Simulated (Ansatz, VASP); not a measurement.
# AlN: VASP beside Ansatz

The input INCAR:

```
PREC = Accurate
ENCUT = 520
EDIFF = 1E-6
ISMEAR = 0
SIGMA = 0.05
LREAL = F
LASPH = T
NELM = 100
ALGO = Normal
ISIF = 2
LWAVE = F
LCHARG = F
GGA = PS
NBANDS = 11
```

File KPOINTS:

```
Automatic mesh
0
Gamma
  10 10 10
```

POSCAR

```
AlN
1.0
   -0.1008685890      1.8590133211      1.8590133211
    1.8590133211     -0.1008685890      1.8590133211
    1.8590133211      1.8590133211     -0.1008685890
Al N
1 1
Direct
    0.5000000000      0.5000000000      0.5000000000
    0.0000000000      0.0000000000      0.0000000000
```

Input for Ansatz:

```yaml
crystal:
  lattice:
    - [-0.100868589, 1.8590133211, 1.8590133211]
    - [1.8590133211, -0.100868589, 1.8590133211]
    - [1.8590133211, 1.8590133211, -0.100868589]
  atoms:
    - { symbol: Al, position: [0.5, 0.5, 0.5] }
    - { symbol: "N", position: [0.0, 0.0, 0.0] }
basis:
  ecutwfc: 520.0
kpoints:
  mp_grid: { grid: [10, 10, 10] }
hamiltonian:
  xc: pbesol
  pseudopotentials: { kind: paw, azcp: { folder: soft_1 } }
scf:
  occupations: { method: gaussian, width: 0.05 }
output:
  forces: true
  stress: true
  eigenvalues: true
```

Alike in both runs: task single point; functional PBEsol; k mesh 10 × 10 × 10; occupations gaussian, width 0.05 eV; no spin polarisation.

```csv
,VASP,Ansatz
version,VASP 6.6.1,Ansatz 0.2.0
potentials or method,"VASP PAW PBE potentials, release 64 (Al, N), cutoff 520 eV","scalar-relativistic, plane waves, PAW"
valence electrons in the cell,8,8
```

```tsv
	VASP	Ansatz	Ansatz less VASP
gap on the k mesh at the Fermi level (eV)	3.58	3.59	+0.001
least direct gap on the mesh (eV)	6.95	6.95	-0.002
```

VASP's potentials were made for PBE, not for PBEsol, and Ansatz warns of the same on its side.
